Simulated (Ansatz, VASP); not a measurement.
**One calculation of Ru, two programs**

Contents of INCAR:

```
PREC     = Accurate       # precision mode
ENCUT    = 520            # plane-wave cutoff, eV
EDIFF    = 1E-8           # SCF threshold, eV
ISMEAR   = -1             # smearing method
SIGMA    = 0.03           # smearing width, eV
LREAL    = F              # projectors in reciprocal space
LASPH    = T              # aspherical terms in the spheres
NELM     = 60             # most SCF steps
ALGO     = Normal         # electronic algorithm
ISIF     = 2              # what is computed and relaxed
LWAVE    = F              # write WAVECAR
LCHARG   = F              # write CHGCAR
GGA      = PS             # functional
LEFG     = T            
NBANDS   = 21             # bands
```

File KPOINTS:

```
Automatic mesh
0
Gamma
  14 14 8
```

The input POSCAR:

```
Ru
1.0
    2.7599153209      0.0000000000      0.0000000000
   -1.3799576604      2.3901567802      0.0000000000
    0.0000000000      0.0000000000      4.2819000000
Ru
2
Direct
    0.3333333333      0.6666666667      0.2500000000
    0.6666666667      0.3333333333      0.7500000000
```

Input for Ansatz:

```yaml
crystal:
  lattice:
    - [2.7599153209, 0.0, 0.0]
    - [-1.3799576604, 2.3901567802, 0.0]
    - [0.0, 0.0, 4.2819]
  atoms:
    - { symbol: Ru, position: [0.3333333333, 0.6666666667, 0.25] }
    - { symbol: Ru, position: [0.6666666667, 0.3333333333, 0.75] }
kpoints:
  mp_grid: { grid: [14, 14, 8] }
scf:
  occupations: { method: fermi_dirac, width: 0.03 }
hamiltonian:
  xc: pbesol
  pseudopotentials: { kind: all_electron, datasets: crystal }
output:
  forces: true
  stress: true
  eigenvalues: true
  efg: { contact_densities: true }
```

Change from the starting cell: equal xx and yy strain of +2 %, crystal datasets.

Alike in both runs: task electric field gradients; functional PBEsol; k mesh 14 × 14 × 8; occupations fermi-dirac, width 0.03 eV; no spin polarisation.

```csv
,VASP,Ansatz
version,VASP 6.6.1,Ansatz 0.2.0
potentials or method,"VASP PAW PBE potentials, release 64 (Ru_pv), cutoff 520 eV","all-electron PAW with datasets made for the crystal, scalar-relativistic"
```

|  | VASP | Ansatz | Ansatz less VASP |
| --- | --- | --- | --- |
| pressure (GPa) | -17.4 | -17.3 | +0.09 |
| traceless stress, the component that is largest in VASP (GPa) | 3.70 | 3.68 | -0.019 |
| size of Vzz on the site where it differs most (V/Å²) | 20.1 | 17.0 | -3.09 |

VASP's potentials were made for PBE, not for PBEsol. Ansatz ran all-electron here, and VASP with PAW potentials.
